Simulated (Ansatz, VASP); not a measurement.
**One calculation of CsPbCl3, two programs**

```
CELL_PARAMETERS angstrom
5.60500 0.00000 0.00000
0.00000 5.60500 0.00000
0.00000 0.00000 5.60500
ATOMIC_POSITIONS crystal
Pb 0.50000 0.50000 0.50000
Cs 0.00000 0.00000 0.00000
Cl 0.50000 0.00000 0.50000
Cl 0.00000 0.50000 0.50000
Cl 0.50000 0.50000 0.00000
```

Alike in both runs: functional LDA; k mesh 4 × 4 × 4; occupations fermi-dirac, width 0.05 eV; non-collinear spin, spin-orbit coupling.

|  | VASP | Ansatz |
| --- | --- | --- |
| version | VASP 6.6.1 | Ansatz 0.2.0 |
| potentials or method | VASP PAW LDA potentials, release 64 (Pb_d, Cs_sv, Cl) | Ansatz PAW |
| plane-wave cutoff (eV) | 520 | 420 |
| valence electrons in the cell | 44 | 44 |
| task | single point | band structure |

```csv
,VASP,Ansatz,Ansatz less VASP
pressure (GPa),-1.2,-1.2,-0.04
net moment per atom (μB),0.00,0.00,0.000
```

LDA's correlation is that of Perdew and Zunger in VASP and of Perdew and Wang (1992) in Ansatz.
